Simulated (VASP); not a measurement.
A run of VASP 6.6.1:

File INCAR:

```
SYSTEM = TiO2
ALGO = Normal
EDIFF = 1E-6
ENCUT = 520
ISIF = 2
ISMEAR = 0
LASPH = .True.
LCHARG = .False.
LREAL = .False.
LWAVE = .False.
NBANDS = 33
NELM = 60
PREC = Accurate
SIGMA = 0.01
```

File KPOINTS:

```
k-points
0
Gamma
  8 8 8
  0 0 0
```

File POSCAR:

```
TiO2
1.0
   -1.9169989080      1.9169989080      4.8199032318
    1.9169989080     -1.9169989080      4.8199032318
    1.9169989080      1.9169989080     -4.8199032318
Ti O
2 4
Direct
    0.0000000000      0.0000000000      0.0000000000
    0.7500000000      0.2500000000      0.5000000000
    0.2081000000      0.2081000000      0.0000000000
    0.9581000000      0.4581000000      0.5000000000
    0.5419000000      0.0419000000      0.5000000000
    0.7919000000      0.7919000000      0.0000000000
```

Potentials or basis: VASP PAW LDA potentials, release 64 (Ti_sv, O).

Launch:

```sh
$ cat potpaw_LDA.64/Ti_sv/POTCAR potpaw_LDA.64/O/POTCAR > POTCAR
$ mpirun -np 1 vasp_std > vasp.out
```

Hardware: 1 thread of AMD EPYC 9R45 96-Core Processor (Zen 5), with other jobs on the host.

Problem. How long does it take, and how much memory?

Solution. Run time: 3 min on 1 thread of AMD EPYC 9R45 96-Core Processor (Zen 5), with other jobs on the host, peak memory 0.24 GiB. Counts: scf iterations 16, k points 59.
